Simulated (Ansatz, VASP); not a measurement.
One calculation of ZrB2, two programs

```
CELL_PARAMETERS angstrom
0.00000 2.35703 2.35703
2.35703 0.00000 2.35703
2.35703 2.35703 0.00000
ATOMIC_POSITIONS crystal
Zr 0.00000 0.00000 0.00000
B 0.25000 0.25000 0.25000
B 0.75000 0.75000 0.75000
```

Change from the starting cell: species swapped into the VH2 type (Fm-3m, No. 225).

Alike in both runs: task relaxation of cell and atoms; functional PBE; k mesh 7 × 7 × 7; occupations gaussian, width 0.2 eV; no spin polarisation.

|  | VASP | Ansatz |
| --- | --- | --- |
| version | VASP 6.6.1 | Ansatz 0.2.0 |
| potentials or method | VASP PAW PBE potentials, release 64 (Zr_sv, B), cutoff 500 eV | scalar-relativistic, plane waves, PAW |
| valence electrons in the cell | 18 | 18 |

Ansatz gave:

* gap on the k mesh at the Fermi level, each at its own relaxed structure (eV): none
* relaxed volume (Å³/atom): 13.76
* relaxed cell length with the largest relative difference (Å): 3.880

Question: What did VASP give for the same quantities?

Answer: gap on the k mesh at the Fermi level, each at its own relaxed structure (eV): none; relaxed volume (Å³/atom): 13.73; relaxed cell length with the largest relative difference (Å): 3.876.

A gap of «none» marks a metal or a gap that the smearing closes.

Noted on VASP's run: the volume moved by over 15 % at a fixed basis, so the end points are rough.
